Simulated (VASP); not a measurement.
# Ge6Cl in VASP: relaxation of the atoms with PBE

Aim: the relaxation of the atoms of Ge6Cl with PBE.

Program: VASP 6.6.1. These are calculated values, not measurements. Logs are shortened: lines on timing, memory, paths and dates and some standing lists are left out, and cuts for length are marked.

### 1 The cell of the first run

The cell holds a slab with vacuum, 7 atoms: a = 4.074 Å, b = 5.762 Å, c = 19.524 Å, α = 90.00°, β = 90.00°, γ = 90.00°.

### 2 Relaxation of the atoms, PBE

INCAR reads:

```
PREC     = Accurate       # precision mode
ENCUT    = 450            # plane-wave cutoff, eV
EDIFF    = 1E-7           # SCF threshold, eV
ISMEAR   = 0              # smearing method
SIGMA    = 0.1            # smearing width, eV
LREAL    = False          # projectors in reciprocal space
LASPH    = True           # aspherical terms in the spheres
NELM     = 120            # most SCF steps
ALGO     = Normal         # electronic algorithm
ISIF     = 2              # what is computed and relaxed
LWAVE    = False          # write WAVECAR
LCHARG   = False          # write CHGCAR
LDIPOL   = True         
IDIPOL   = 3            
DIPOL    = 0.5 0.5 0.335
GGA      = PE             # functional
IBRION   = 2              # ionic algorithm
NSW      = 36             # ionic steps
EDIFFG   = -0.025         # ionic threshold
GGA_COMPAT= False        
NELMIN   = 4            
NELMDL   = -8           
KPAR     = 4
```

KPOINTS reads:

```
Automatic mesh
0
Gamma
  7 5 1
```

POSCAR reads:

```
Ge6Cl
1.0
    4.0740542216      0.0000000000      0.0000000000
    0.0000000000      5.7615827340      0.0000000000
    0.0000000000      0.0000000000     19.5242196567
Ge Cl
6 1
Selective dynamics
Direct
    0.5000000000      0.0000000000      0.2048737450  F F F
    0.0000000000      0.2500000000      0.2048737450  F F F
    0.0000000000      0.5005156580      0.3087424243  F F F
    0.5000000000      0.7494843420      0.3087424243  F F F
    0.5000000000      0.0069199668      0.4109879830  F F F
    0.0000000000      0.2430800332      0.4109879830  F F F
    1.0000000000      0.5069199668      0.4980423386  F F T
```

Potentials or basis: VASP PAW PBE potentials, release 64 (Ge_d, Cl).

Started as:

```bash
> cat potpaw_PBE.64/Ge_d/POTCAR potpaw_PBE.64/Cl/POTCAR > POTCAR
> mpirun -np 4 vasp_std > vasp.out
```

OUTCAR:

```text
PREC = Accurate
   ENCUT = 450
   EDIFF = 1E-7
   ISMEAR = 0
   LREAL = False
   LASPH = True
   NELM = 120
   ISIF = 2
   GGA = PE
   IBRION = 2
   NSW = 36
   EDIFFG = -0.025
   NELMIN = 4
   NELMDL = -8

 ion  position               nearest neighbor table
   1  0.500  0.000  0.205-   4 2.49   2 2.49   2 2.49
   2  0.000  0.250  0.205-   3 2.49   1 2.49   1 2.49
   3  0.000  0.501  0.309-   6 2.49   2 2.49   4 2.49   4 2.49
   4  0.500  0.749  0.309-   5 2.49   1 2.49   3 2.49   3 2.49
   5  0.500  0.007  0.411-   6 2.45   6 2.45   4 2.49
   6  0.000  0.243  0.411-   7 2.28   5 2.45   5 2.45   3 2.49
   7  0.000  0.507  0.498-   6 2.28

  LATTYP: Found a simple orthorhombic cell.
 ALAT       =     4.0740542216
 B/A-ratio  =     1.4142135624
 C/A-ratio  =     4.7923318136

  Lattice vectors:

 A1 = (   4.0740542216,   0.0000000000,   0.0000000000)
 A2 = (   0.0000000000,   5.7615827340,   0.0000000000)
 A3 = (   0.0000000000,   0.0000000000,  19.5242196567)

Analysis of symmetry for initial positions (statically):
=====================================================================
 Subroutine PRICEL returns:
 Original cell was already a primitive cell.

 Routine SETGRP: Setting up the symmetry group for a
 simple orthorhombic supercell.

 Subroutine GETGRP returns: Found  2 space group operations
 (whereof  2 operations were pure point group operations)
 out of a pool of  8 trial point group operations.

The static configuration has the point symmetry C_1h.

Analysis of symmetry for dynamics (positions and initial velocities):
=====================================================================
 Subroutine PRICEL returns:
 Original cell was already a primitive cell.

 Routine SETGRP: Setting up the symmetry group for a
 simple orthorhombic supercell.

 Subroutine GETGRP returns: Found  2 space group operations
 (whereof  2 operations were pure point group operations)
 out of a pool of  8 trial point group operations.

The dynamic configuration has the point symmetry C_1h.

Analysis of constrained symmetry for selective dynamics:
=====================================================================
 Subroutine PRICEL returns:
 Original cell was already a primitive cell.

 Routine SETGRP: Setting up the symmetry group for a
 simple orthorhombic supercell.

 Subroutine GETGRP returns: Found  2 space group operations
 (whereof  2 operations were pure point group operations)
 out of a pool of  8 trial point group operations.

The constrained configuration has the point symmetry C_1h.

 Subroutine INISYM returns: Found  2 space group operations
 (whereof  2 operations are pure point group operations),
 and found     1 'primitive' translations

----------------------------------------------------------------------------------------

                                     Primitive cell

  volume of cell :     458.2920

  direct lattice vectors                    reciprocal lattice vectors
     4.074054222  0.000000000  0.000000000     0.245455742  0.000000000  0.000000000
     0.000000000  5.761582734  0.000000000     0.000000000  0.173563419  0.000000000
     0.000000000  0.000000000 19.524219657     0.000000000  0.000000000  0.051218436

  length of vectors
     4.074054222  5.761582734 19.524219657     0.245455742  0.173563419  0.051218436

  position of ions in fractional coordinates (direct lattice)
     0.500000000  0.000000000  0.204873745
     0.000000000  0.250000000  0.204873745
     0.000000000  0.500515658  0.308742424
     0.500000000  0.749484342  0.308742424
     0.500000000  0.006919967  0.410987983
     0.000000000  0.243080033  0.410987983
     0.000000000  0.506919967  0.498042339

  ion indices of the primitive-cell ions
   primitive index   ion index
                 1           1
                 2           2
                 3           3
                 4           4
                 5           5
                 6           6
                 7           7

----------------------------------------------------------------------------------------

 KPOINTS: Automatic mesh

Automatic generation of k-mesh.
 Grid dimensions read from file:
 generate k-points for:    7    5    1

 Generating k-lattice:

  Cartesian coordinates                     Fractional coordinates (reciprocal lattice)
     0.035065106  0.000000000  0.000000000     0.142857143  0.000000000  0.000000000
     0.000000000  0.034712684  0.000000000     0.000000000  0.200000000  0.000000000
     0.000000000  0.000000000  0.051218436     0.000000000  0.000000000  1.000000000

  Length of vectors
     0.035065106  0.034712684  0.051218436

  Shift w.r.t. Gamma in fractional coordinates (k-lattice)
     0.000000000  0.000000000  0.000000000

 Subroutine IBZKPT returns following result:
 ===========================================

 Found     12 irreducible k-points:

 Following reciprocal coordinates:
            Coordinates               Weight
  0.000000  0.000000  0.000000      1.000000
  0.142857  0.000000  0.000000      2.000000
  0.285714  0.000000  0.000000      2.000000
  0.428571  0.000000  0.000000      2.000000
  0.000000  0.200000  0.000000      2.000000
  0.142857  0.200000  0.000000      4.000000
  0.285714  0.200000  0.000000      4.000000
  0.428571  0.200000  0.000000      4.000000
  0.000000  0.400000  0.000000      2.000000
  0.142857  0.400000  0.000000      4.000000
  0.285714  0.400000  0.000000      4.000000
  0.428571  0.400000  0.000000      4.000000
   k-points           NKPTS =     12   k-points in BZ     NKDIM =     12   number of bands    NBANDS=     54
   number of dos      NEDOS =    301   number of ions     NIONS =      7
   total plane-waves  NPLWV = 156800
   dimension x,y,z NGX =    28 NGY =   40 NGZ =  140
   dimension x,y,z NGXF=    56 NGYF=   80 NGZF=  280
   ions per type =               6   1
   NGX,Y,Z   is equivalent  to a cutoff of  11.43, 11.54, 11.92 a.u.
   NGXF,Y,Z  is equivalent  to a cutoff of  22.85, 23.08, 23.84 a.u.
 SYSTEM =  unknown system
   PREC   = accura    normal or accurate (medium, high low for compatibility)
   ISTART =      0    job   : 0-new  1-cont  2-samecut
   ICHARG =      2    charge: 1-file 2-atom 10-const
   ISPIN  =      1    spin polarized calculation?
   LNONCOLLINEAR =      F non collinear calculations
   LSORBIT =      F    spin-orbit coupling
   LASPH  =      T    aspherical Exc in radial PAW
   ENCUT  =  450.0 eV  33.07 Ry    5.75 a.u.   7.05  9.97 33.77*2*pi/ulx,y,z
   NELM   =    120;   NELMIN=  4; NELMDL= -8     # of ELM steps
   EDIFF  = 0.1E-06   stopping-criterion for ELM
   LREAL  =      F    real-space projection
   EDIFFG = -.3E-01   stopping-criterion for IOM
   NSW    =     36    number of steps for IOM
   IBRION =      2    ionic relax: 0-MD 1-quasi-New 2-CG
   NFREE  =      1    steps in history (QN), initial steepest desc. (CG)
   ISIF   =      2    stress and relaxation
   ISYM   =      2    0-nonsym 1-usesym 2-fastsym
   POTIM  = 0.5000    time-step for ionic-motion
   TEBEG  =    0.0;   TEEND  =   0.0 temperature during run
   PSTRESS=    0.0 pullay stress
   NELECT =      91.0000    total number of electrons
   NUPDOWN=      -1.0000    fix difference up-down
   EMIN   =  10.00;   EMAX   =-10.00  energy-range for DOS
   EFERMI =   0.00;   METHOD = LEGACY
   ISMEAR =     0;   SIGMA  =   0.10  broadening in eV -4-tet -1-fermi 0-gaus
   EFERMI_NEDOS =   21; number of points for ismear=-14 and -15
   IALGO  =     38    algorithm
   IMIX   =      4    mixing-type and parameters
     AMIX     =   0.40;   BMIX     =  1.00
     AMIX_MAG =   1.60;   BMIX_MAG =  1.00
  volume/ion in A,a.u.               =      65.47       441.82
  Fermi-wavevector in a.u.,A,eV,Ry     =   0.955083  1.804846 12.411015  0.912184
  Thomas-Fermi vector in A             =   2.083889
   LORBIT       =      0    0 simple, 1 ext, 2 COOP (PROOUT), +10 PAW based schemes
   GGA     = PE    functional components
   LHFCALC =     F    Hartree Fock is set to
   AEXX    =    0.0000 exact exchange contribution
   IVDW    =     0    specifies the selected vdW correction
   LEPSILON=     F    determine dielectric tensor
   LRPA    =     F    only Hartree local field effects (RPA)
 conjugate gradient relaxation of ions
 non-spin polarized calculation
 Gauss-broadening in eV      SIGMA  =   0.10
  energy-cutoff  :      450.00
  volume of cell :      458.29
 maximum number of plane-waves:      9953
   NGX = 15   NGY = 19   NGZ = 67

--------------------------------------- Ionic step        1  -------------------------------------------

 number of electron      90.9999937 magnetization

 Free energy of the ion-electron system (eV)
  ---------------------------------------------------
  ext. energy  EPLUGINS =         0.00000000
  ---------------------------------------------------
  free energy    TOTEN  =       -27.65935173 eV

  energy without entropy =      -27.63278468  energy(sigma->0) =      -27.64606821

------------------------ aborting loop because EDIFF is reached ----------------------------------------

  FORCE on cell =-STRESS in cart. coord.  units (eV):
  Direction    XX          YY          ZZ          XY          YZ          ZX
  --------------------------------------------------------------------------------------
  -------------------------------------------------------------------------------------
  Total        1.1469400     -0.7553701     -0.2268086      0.0000000     -2.0709516      0.0000000
  in kB        4.0096733     -2.6407548     -0.7929173      0.0000000     -7.2399945      0.0000000
  external PRESSURE =       0.1920004 kB  Pullay stress =       0.0000000 kB
[... 69 lines left out ...]
--------------------------------------- Ionic step        3  -------------------------------------------

 number of electron      90.9999936 magnetization

 dipolmoment           0.000000      0.000000      0.104275 electrons x Angstroem

 Free energy of the ion-electron system (eV)
  ---------------------------------------------------
  ext. energy  EPLUGINS =         0.00000000
  ---------------------------------------------------
  free energy    TOTEN  =       -27.66973435 eV

  energy without entropy =      -27.64267579  energy(sigma->0) =      -27.65620507

 E-fermi :  -1.7719     XC(G=0):  -4.2188

 val. band max:       -1.7790497884   @ k =   0.0000   0.4000   0.0000
 cond. band min:      -1.7496746689   @ k =   0.0000   0.2000   0.0000
 fundamental gap:      0.0293751195
 Fermi energy:        -1.7719249766

 k-point     1 :       0.0000    0.0000    0.0000
  band No.  band energies     occupation
      1     -26.6451      2.00000
      2     -26.6149      2.00000
      3     -26.6096      2.00000
      4     -26.5633      2.00000
      5     -26.5543      2.00000
      6     -26.3313      2.00000
[... 673 lines left out ...]
     53       3.0571      0.00000
     54       3.5422      0.00000

------------------------ aborting loop because EDIFF is reached ----------------------------------------

 vacuum level on the upper side and lower side of the slab       (xc-potential included)         0.279        -0.509

  FORCE on cell =-STRESS in cart. coord.  units (eV):
  Direction    XX          YY          ZZ          XY          YZ          ZX
  --------------------------------------------------------------------------------------
  -------------------------------------------------------------------------------------
  Total        1.1142521     -0.3789776      0.3982486      0.0000000     -1.6717566      0.0000000
  in kB        3.8953971     -1.3248963      1.3922672      0.0000000     -5.8444190      0.0000000
  external PRESSURE =       1.3209227 kB  Pullay stress =       0.0000000 kB
[... 22 lines left out ...]
  FREE ENERGIE OF THE ION-ELECTRON SYSTEM (eV)
  ---------------------------------------------------
  free  energy   TOTEN  =       -27.6697343501 eV

  energy  without entropy=      -27.6426757887  energy(sigma->0) =      -27.65620507

 reached required accuracy - stopping structural energy minimisation

 vacuum level on the upper side and lower side of the slab         3.584         2.770
```

Run time: 3.1 min. Hardware: 4 MPI ranks of Intel Xeon 6975P-C (Granite Rapids), shared host; peak memory 0.53 GiB.

What came out:

- Free energy: -27.6697 eV
- Energy gained by relaxing: 1.5 meV/atom
- Ionic steps: 3
- Band gap on the k mesh: zero (an odd number of electrons rules out a gap without spin polarisation)

Step by step:
| step | energy change (eV) | largest force on free atoms (eV/Å) | pressure (GPa) |
| --- | --- | --- | --- |
| 1 | 0.0000 | 0.3478 | 0.02 |
| 2 | -0.0051 | 0.2527 | 0.05 |
| 3 | -0.0104 | 0.0224 | 0.13 |

Final structure:
```
Ge Cl
1.0
     4.07405    0.00000    0.00000
     0.00000    5.76158    0.00000
     0.00000    0.00000   19.52422
Ge Cl
6 1
Direct
  0.50000 0.00000 0.20487
  0.00000 0.25000 0.20487
  0.00000 0.50052 0.30874
  0.50000 0.74948 0.30874
  0.50000 0.00692 0.41099
  0.00000 0.24308 0.41099
  0.00000 0.50692 0.49523
```

Levels at points of the mesh, in eV from the Fermi level:
```csv
k point,band 44,band 45,band 46,band 47,band 48,band 49
"(0.00, 0.00, 0.00)",-0.98,-0.14,-0.07,1.14,1.33,1.81
```

Caveat: an odd number of electrons without spin polarisation forces a metal; a magnetic or distorted state may lie lower.

The gap in the log of VASP goes by the Fermi energy; the results here count the filled bands.